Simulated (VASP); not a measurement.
# GaC18 in VASP: single point with PBE

Aim: the single point of GaC18 with PBE.

All numbers are computed with VASP 6.6.1; they aren't measurements. Logs are shortened: lines on timing, memory, paths and dates and some standing lists are left out, and cuts for length are marked.

### 1 The cell of the first run

The cell holds a slab with vacuum, 19 atoms: a = 7.398 Å, b = 7.398 Å, c = 12.000 Å, α = 90.00°, β = 90.00°, γ = 120.00°.

### 2 Single point, PBE, collinear spin, zero start

INCAR

```
SYSTEM = GaC18
PREC = Accurate
ENCUT = 520
EDIFF = 1E-6
ISMEAR = 0
SIGMA = 0.05
LREAL = Auto
LASPH = .True.
NELM = 150
ALGO = Normal
ISIF = 2
LWAVE = .False.
LCHARG = .False.
ISPIN = 2
MAGMOM = 0 0 0 0 0 0 0 0 0 0 0 0 0 0 0 0 0 0 0
LORBIT = 11
GGA = PE
NBANDS = 62
```

KPOINTS

```
regular mesh
0
Gamma
  2 2 1
  0 0 0
```

POSCAR

```
GaC18
1.0
    7.3980000000      0.0000000000      0.0000000000
   -3.6990000000      6.4068560000      0.0000000000
    0.0000000000      0.0000000000     12.0000000000
C Ga
18 1
Direct
    0.0021145122     -0.0024846820      0.0811849167
    0.2238046748      0.1093392765      0.0806097500
    0.0022465299      0.3307971960      0.0816527500
    0.2240625565      0.4411413336      0.0819797500
    0.0009928965      0.6635281018      0.0809515833
    0.2231026181      0.7743590616      0.0808921667
    0.3349684742     -0.0016853820      0.0803415000
    0.5587137806      0.1098549741      0.0820920000
    0.3356378459      0.3309918313      0.0813543333
    0.5578590845      0.4420487990      0.0814643333
    0.3352898087      0.6630005419      0.0826169167
    0.5584283648      0.7748188815      0.0833041667
    0.6700084979     -0.0021422364      0.0832214167
    0.8917839640      0.1089645218      0.0822342500
    0.6694235825      0.3318471650      0.0816890000
    0.8910971940      0.4418783566      0.0815166667
    0.6692149025      0.6638850631      0.0821924167
    0.8910256422      0.7752843204      0.0811928333
    0.3991402090      0.8995913128      0.2645087500
```

Potentials or basis: VASP PAW PBE potentials, release 64 (C, Ga_d).

Launch:

```console
$ cat potpaw_PBE.64/C/POTCAR potpaw_PBE.64/Ga_d/POTCAR > POTCAR
$ mpirun -np 1 vasp_std > vasp.out
```

OUTCAR:

```text
SYSTEM = GaC18
   PREC = Accurate
   ENCUT = 520
   EDIFF = 1E-6
   ISMEAR = 0
   LREAL = Auto
   LASPH = .True.
   NELM = 150
   ISIF = 2
   ISPIN = 2
   LORBIT = 11
   GGA = PE

 ion  position               nearest neighbor table
   1  0.002  0.998  0.081-   2 1.42  14 1.42  18 1.42
   2  0.224  0.109  0.081-   9 1.42   1 1.42   7 1.42
   3  0.002  0.331  0.082-   4 1.42  14 1.42  16 1.42
   4  0.224  0.441  0.082-   9 1.42   3 1.42  11 1.42
   5  0.001  0.664  0.081-  16 1.42  18 1.42   6 1.42
   6  0.223  0.774  0.081-   5 1.42  11 1.43   7 1.43  19 2.49
   7  0.335  0.998  0.080-   2 1.42   8 1.43   6 1.43  19 2.45
   8  0.559  0.110  0.082-  15 1.42  13 1.43   7 1.43
   9  0.336  0.331  0.081-   2 1.42   4 1.42  10 1.42
  10  0.558  0.442  0.081-  15 1.42  17 1.42   9 1.42
  11  0.335  0.663  0.083-   4 1.42  12 1.43   6 1.43
  12  0.558  0.775  0.083-  17 1.42  13 1.43  11 1.43
  13  0.670  0.998  0.083-  14 1.42  12 1.43   8 1.43
  14  0.892  0.109  0.082-  13 1.42   1 1.42   3 1.42
  15  0.669  0.332  0.082-  16 1.42  10 1.42   8 1.42
  16  0.891  0.442  0.082-   5 1.42  15 1.42   3 1.42
  17  0.669  0.664  0.082-  12 1.42  18 1.42  10 1.42
  18  0.891  0.775  0.081-   5 1.42  17 1.42   1 1.42
  19  0.399  0.900  0.265-   7 2.45   6 2.49

  LATTYP: Found a hexagonal cell.
 ALAT       =     7.3980000000
 C/A-ratio  =     1.6220600162

  Lattice vectors:

 A1 = (   7.3980000000,   0.0000000000,   0.0000000000)
 A2 = (  -3.6990000000,   6.4068560000,   0.0000000000)
 A3 = (   0.0000000000,   0.0000000000,  12.0000000000)

Analysis of symmetry for initial positions (statically):
=====================================================================
 Subroutine PRICEL returns:
 Original cell was already a primitive cell.

 Routine SETGRP: Setting up the symmetry group for a
 hexagonal supercell.

 Subroutine GETGRP returns: Found  1 space group operations
 (whereof  1 operations were pure point group operations)
 out of a pool of 24 trial point group operations.

The static configuration has the point symmetry C_1 .

Analysis of symmetry for dynamics (positions and initial velocities):
=====================================================================
 Subroutine PRICEL returns:
 Original cell was already a primitive cell.

 Routine SETGRP: Setting up the symmetry group for a
 hexagonal supercell.

 Subroutine GETGRP returns: Found  1 space group operations
 (whereof  1 operations were pure point group operations)
 out of a pool of 24 trial point group operations.

The dynamic configuration has the point symmetry C_1 .

Analysis of structural, dynamic, and magnetic symmetry:
=====================================================================
 Subroutine PRICEL returns:
 Original cell was already a primitive cell.

 Routine SETGRP: Setting up the symmetry group for a
 hexagonal supercell.

 Subroutine GETGRP returns: Found  1 space group operations
 (whereof  1 operations were pure point group operations)
 out of a pool of 24 trial point group operations.

The overall configuration has the point symmetry C_1 .

 Subroutine INISYM returns: Found  1 space group operations
 (whereof  1 operations are pure point group operations),
 and found     1 'primitive' translations

----------------------------------------------------------------------------------------

                                     Primitive cell

  volume of cell :     568.7750

  direct lattice vectors                    reciprocal lattice vectors
     7.398000000  0.000000000  0.000000000     0.135171668  0.078041398  0.000000000
    -3.699000000  6.406856000  0.000000000     0.000000000  0.156082796  0.000000000
     0.000000000  0.000000000 12.000000000     0.000000000  0.000000000  0.083333333

  length of vectors
     7.398000000  7.398000054 12.000000000     0.156082797  0.156082796  0.083333333

  position of ions in fractional coordinates (direct lattice)
     0.002114512  0.997515318  0.081184917
[... 74 lines left out ...]
   number of dos      NEDOS =    301   number of ions     NIONS =     19
   total plane-waves  NPLWV = 282240
   dimension x,y,z NGX =    56 NGY =   56 NGZ =   90
   dimension x,y,z NGXF=   112 NGYF=  112 NGZF=  180
   ions per type =              18   1
   NGX,Y,Z   is equivalent  to a cutoff of  12.58, 12.58, 12.47 a.u.
   NGXF,Y,Z  is equivalent  to a cutoff of  25.17, 25.17, 24.94 a.u.
 SYSTEM =  GaC18
   PREC   = accura    normal or accurate (medium, high low for compatibility)
   ISTART =      0    job   : 0-new  1-cont  2-samecut
   ICHARG =      2    charge: 1-file 2-atom 10-const
   ISPIN  =      2    spin polarized calculation?
   LNONCOLLINEAR =      F non collinear calculations
   LSORBIT =      F    spin-orbit coupling
   LASPH  =      T    aspherical Exc in radial PAW
   ENCUT  =  520.0 eV  38.22 Ry    6.18 a.u.  13.76 13.76 22.31*2*pi/ulx,y,z
   NELM   =    150;   NELMIN=  2; NELMDL= -5     # of ELM steps
   EDIFF  = 0.1E-05   stopping-criterion for ELM
   LREAL  =      T    real-space projection
   EDIFFG = 0.1E-04   stopping-criterion for IOM
   NSW    =      0    number of steps for IOM
   IBRION =     -1    ionic relax: 0-MD 1-quasi-New 2-CG
   NFREE  =      0    steps in history (QN), initial steepest desc. (CG)
   ISIF   =      2    stress and relaxation
   ISYM   =      2    0-nonsym 1-usesym 2-fastsym
   POTIM  = 0.5000    time-step for ionic-motion
   TEBEG  =    0.0;   TEEND  =   0.0 temperature during run
   PSTRESS=    0.0 pullay stress
   NELECT =      85.0000    total number of electrons
   NUPDOWN=      -1.0000    fix difference up-down
   EMIN   =  10.00;   EMAX   =-10.00  energy-range for DOS
   EFERMI =   0.00;   METHOD = LEGACY
   ISMEAR =     0;   SIGMA  =   0.05  broadening in eV -4-tet -1-fermi 0-gaus
   EFERMI_NEDOS =   21; number of points for ismear=-14 and -15
   IALGO  =     38    algorithm
   IMIX   =      4    mixing-type and parameters
     AMIX     =   0.40;   BMIX     =  1.00
     AMIX_MAG =   1.60;   BMIX_MAG =  1.00
  volume/ion in A,a.u.               =      29.94       202.01
  Fermi-wavevector in a.u.,A,eV,Ry     =   0.868762  1.641723 10.268969  0.754748
  Thomas-Fermi vector in A             =   1.987487
   LORBIT       =     11    0 simple, 1 ext, 2 COOP (PROOUT), +10 PAW based schemes
   GGA     = PE    functional components
   LHFCALC =     F    Hartree Fock is set to
   AEXX    =    0.0000 exact exchange contribution
   IVDW    =     0    specifies the selected vdW correction
   LEPSILON=     F    determine dielectric tensor
   LRPA    =     F    only Hartree local field effects (RPA)
 spin polarized calculation
 Gauss-broadening in eV      SIGMA  =   0.05
  energy-cutoff  :      520.00
  volume of cell :      568.78
 maximum number of plane-waves:     15363
 NGX is ok and might be reduce to    56
   NGX = 27   NGY = 27   NGZ = 45

 number of electron      85.0000000 magnetization       0.0000000

 number of electron      85.0000000 magnetization      -0.0000000

 Free energy of the ion-electron system (eV)
  ---------------------------------------------------
  ext. energy  EPLUGINS =         0.00000000
  ---------------------------------------------------
  free energy    TOTEN  =      -167.33296328 eV

  energy without entropy =     -167.33296328  energy(sigma->0) =     -167.33296328

 E-fermi :  -0.7717     XC(G=0):  -4.1247

 val. band max:       -1.0670420520   @ k =   0.0000   0.0000   0.0000
 cond. band min:       0.1570158990   @ k =   0.5000   0.5000   0.0000
 fundamental gap:      1.2240579510
 Fermi energy:        -0.7717360282

 spin component 1

 k-point     1 :       0.0000    0.0000    0.0000
  band No.  band energies     occupation
      1     -20.5763      1.00000
      2     -18.2177      1.00000
      3     -18.0476      1.00000
      4     -18.0276      1.00000
      5     -17.8566      1.00000
      6     -17.8486      1.00000
[... 217 lines left out ...]
     53       3.8437      0.00000
     54       3.8879      0.00000
 Fermi energy:        -0.7717360282

 spin component 2

 k-point     1 :       0.0000    0.0000    0.0000
  band No.  band energies     occupation
      1     -20.5763      1.00000
      2     -18.2177      1.00000
      3     -18.0476      1.00000
      4     -18.0276      1.00000
      5     -17.8566      1.00000
      6     -17.8486      1.00000
[... 217 lines left out ...]
     53       3.8438      0.00000
     54       3.8879      0.00000
 [bands above 54 left out]

------------------------ aborting loop because EDIFF is reached ----------------------------------------

  FORCE on cell =-STRESS in cart. coord.  units (eV):
  Direction    XX          YY          ZZ          XY          YZ          ZX
  --------------------------------------------------------------------------------------
  -------------------------------------------------------------------------------------
  Total        5.2711624      5.2127168     -0.1433172     -0.0104746     -0.0841376      0.3982341
  in kB       14.8482901     14.6836553     -0.4037091     -0.0295059     -0.2370065      1.1217820
  external PRESSURE =       9.7094121 kB  Pullay stress =       0.0000000 kB

 VOLUME and BASIS-vectors are now :
 -----------------------------------------------------------------------------
  energy-cutoff  :      520.00
  volume of cell :      568.78
      direct lattice vectors                 reciprocal lattice vectors
     7.398000000  0.000000000  0.000000000     0.135171668  0.078041398  0.000000000
    -3.699000000  6.406856000  0.000000000     0.000000000  0.156082796  0.000000000
     0.000000000  0.000000000 12.000000000     0.000000000  0.000000000  0.083333333

 POSITION                                       TOTAL-FORCE (eV/Angst)
 -----------------------------------------------------------------------------------
     -3.67417      6.39094      0.97422         0.002041     -0.007560      0.001722
      1.25126      0.70052      0.96732        -0.032911      0.006865      0.001505
     -1.20700      2.11937      0.97983        -0.015729      0.007865     -0.000688
      0.02583      2.82633      0.98376        -0.009230     -0.012967     -0.003059
     -2.44705      4.25113      0.97142        -0.039765     -0.009636      0.003220
     -1.21384      4.96121      0.97071        -0.009522      0.005443      0.000524
[... 11 lines left out ...]
      3.72403      4.96713      0.97431         0.007930      0.016979      0.001865
     -0.37475      5.76355      3.17410         0.181464     -0.037317     -0.004873
 -----------------------------------------------------------------------------------
    total drift:                                0.007550     -0.004566      0.048583

  FREE ENERGIE OF THE ION-ELECTRON SYSTEM (eV)
  ---------------------------------------------------
  free  energy   TOTEN  =      -167.3329632788 eV

  energy  without entropy=     -167.3329632788  energy(sigma->0) =     -167.33296328

 total charge

# of ion       s       p       d       tot
------------------------------------------
    1        0.861   1.795   0.000   2.657
    2        0.861   1.800   0.000   2.661
    3        0.862   1.792   0.000   2.654
    4        0.861   1.801   0.000   2.661
    5        0.861   1.801   0.000   2.661
    6        0.861   1.787   0.000   2.647
[... 11 lines left out ...]
   18        0.862   1.794   0.000   2.656
   19        1.220   0.244   9.946  11.409
--------------------------------------------------
tot         16.718  32.535   9.946  59.199

 magnetization (x)

# of ion       s       p       d       tot
------------------------------------------
    1       -0.000  -0.000   0.000  -0.000
    2       -0.000   0.000   0.000  -0.000
    3       -0.000   0.000   0.000  -0.000
    4       -0.000  -0.000   0.000  -0.000
    5       -0.000   0.000   0.000   0.000
    6       -0.000  -0.000   0.000  -0.000
[... 11 lines left out ...]
   18       -0.000  -0.000   0.000  -0.000
   19        0.000  -0.000  -0.000   0.000
--------------------------------------------------
tot         -0.000  -0.000  -0.000  -0.000
```

Wall time 11 min (1 thread of Intel Xeon Platinum 8488C (Sapphire Rapids), shared host); peak memory 0.88 GiB.

What came out:

```
Free energy                                           : -167.3330 eV
Largest force                                         : 0.185 eV/Å
Net moment                                            : 0.00 μB per cell
Valence electrons inside the program's atomic spheres : C 2.66, 2.65 (each value once); Ga 11.41
```

Forces on the atoms (eV/Å):
```
C    0.002 -0.008  0.002
C   -0.033  0.007  0.002
C   -0.016  0.008 -0.001
C   -0.009 -0.013 -0.003
C   -0.040 -0.010  0.003
C   -0.010  0.005  0.001
C   -0.010  0.010  0.000
C   -0.006 -0.007 -0.002
C   -0.001  0.007  0.002
C   -0.021 -0.003 -0.002
C    0.007  0.003  0.001
C   -0.005  0.003  0.001
C   -0.011  0.002 -0.002
C   -0.010  0.010  0.001
C   -0.014  0.010 -0.003
C   -0.004  0.004  0.001
C   -0.011 -0.009  0.001
C    0.008  0.017  0.002
Ga   0.181 -0.037 -0.005
```

Caveat: the k points lie up to 0.49 Å⁻¹ apart.
